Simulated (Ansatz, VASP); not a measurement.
# SiC in VASP and in Ansatz

POSCAR

```
SiC
1.0
    3.0788729897      0.0000000000      0.0000000000
   -1.5394364949      2.6663822241      0.0000000000
    0.0000000000      0.0000000000     20.1377405465
Si C
8 8
Direct
    0.3333333333      0.6666666667      0.2501063495
    0.6666666667      0.3333333333      0.7501063495
    0.3333333333      0.6666666667      0.6249944385
    0.6666666667      0.3333333333      0.1249944385
    0.0000000000      0.0000000000      0.0000963193
    0.0000000000      0.0000000000      0.5000963193
    0.3333333333      0.6666666667      0.8751875600
    0.6666666667      0.3333333333      0.3751875600
    0.3333333333      0.6666666667      0.9689192746
    0.6666666667      0.3333333333      0.4689192746
    0.0000000000      0.0000000000      0.0938567182
    0.0000000000      0.0000000000      0.5938567182
    0.3333333333      0.6666666667      0.3441259669
    0.6666666667      0.3333333333      0.8441259669
    0.3333333333      0.6666666667      0.7187133730
    0.6666666667      0.3333333333      0.2187133730
```

INCAR.step1

```
ALGO     = Normal         # electronic algorithm
EDIFF    = 1E-4           # SCF threshold, eV
ENCUT    = 520            # plane-wave cutoff, eV
GGA      = PE             # functional
ISMEAR   = 0              # smearing method
LASPH    = T              # aspherical terms in the spheres
LCHARG   = F              # write CHGCAR
LREAL    = Auto         
LWAVE    = T              # write WAVECAR
NBANDS   = 46             # bands
NELM     = 100            # most SCF steps
PREC     = Accurate       # precision mode
SIGMA    = 0.02           # smearing width, eV
```

Contents of INCAR.step2:

```
ALGO     = Normal         # electronic algorithm
EDIFF    = 1E-6           # SCF threshold, eV
ENCUT    = 520            # plane-wave cutoff, eV
ISIF     = 2              # what is computed and relaxed
ISMEAR   = 0              # smearing method
ISTART   = 1            
LASPH    = T              # aspherical terms in the spheres
LCHARG   = F              # write CHGCAR
LMIXTAU  = T            
LREAL    = Auto         
LWAVE    = F              # write WAVECAR
METAGGA  = R2SCAN         # meta-GGA
NBANDS   = 46             # bands
NELM     = 100            # most SCF steps
PREC     = Accurate       # precision mode
SIGMA    = 0.02           # smearing width, eV
```

The input KPOINTS:

```
k-points
0
Gamma
  12 12 2
```

Input for Ansatz:

```yaml
crystal:
  lattice:
    - [3.0788729897, 0.0, 0.0]
    - [-1.5394364949, 2.6663822241, 0.0]
    - [0.0, 0.0, 20.1377405465]
  atoms:
    - { symbol: Si, position: [0.3333333333, 0.6666666667, 0.2501063495] }
    - { symbol: Si, position: [0.6666666667, 0.3333333333, 0.7501063495] }
    - { symbol: Si, position: [0.3333333333, 0.6666666667, 0.6249944385] }
    - { symbol: Si, position: [0.6666666667, 0.3333333333, 0.1249944385] }
    - { symbol: Si, position: [0.0, 0.0, 9.63193e-05] }
    - { symbol: Si, position: [0.0, 0.0, 0.5000963193] }
    - { symbol: Si, position: [0.3333333333, 0.6666666667, 0.87518756] }
    - { symbol: Si, position: [0.6666666667, 0.3333333333, 0.37518756] }
    - { symbol: C, position: [0.3333333333, 0.6666666667, 0.9689192746] }
    - { symbol: C, position: [0.6666666667, 0.3333333333, 0.4689192746] }
    - { symbol: C, position: [0.0, 0.0, 0.0938567182] }
    - { symbol: C, position: [0.0, 0.0, 0.5938567182] }
    - { symbol: C, position: [0.3333333333, 0.6666666667, 0.3441259669] }
    - { symbol: C, position: [0.6666666667, 0.3333333333, 0.8441259669] }
    - { symbol: C, position: [0.3333333333, 0.6666666667, 0.718713373] }
    - { symbol: C, position: [0.6666666667, 0.3333333333, 0.218713373] }
basis:
  ecutwfc: 500
kpoints:
  mp_grid: { grid: [12, 12, 2] }
  band_path: { path: [VBM, CBM], npoints: 2 }
hamiltonian:
  xc: r2scan
scf:
  occupations: { method: gaussian, width: 0.02 }
output:
  forces: false
  stress: false
  eigenvalues: true
checkpoint:
  read: start.run
  write: ck
  compress: false
  write_wavefunctions: false
  write_every: 100000
```

Alike in both runs: task single point; functional r2SCAN; k mesh 12 × 12 × 2; occupations gaussian, width 0.02 eV; no spin polarisation.

|  | VASP | Ansatz |
| --- | --- | --- |
| version | VASP 6.6.1 | Ansatz 0.2.0 |
| potentials or method | VASP PAW PBE potentials, release 64 (Si, C), cutoff 520 eV | scalar-relativistic, plane waves, PAW |
| valence electrons in the cell | 64 | 64 |

VASP gave:

- gap on the k mesh at the Fermi level (eV): 2.14
- least direct gap on the mesh (eV): 3.29

**Question.** Which values does Ansatz return?

**Answer.** gap on the k mesh at the Fermi level (eV): 2.13; least direct gap on the mesh (eV): 3.27.

VASP's potentials were made for PBE, not for r2SCAN. With one functional, cell and mesh, what is left measures potentials, basis and numerics.
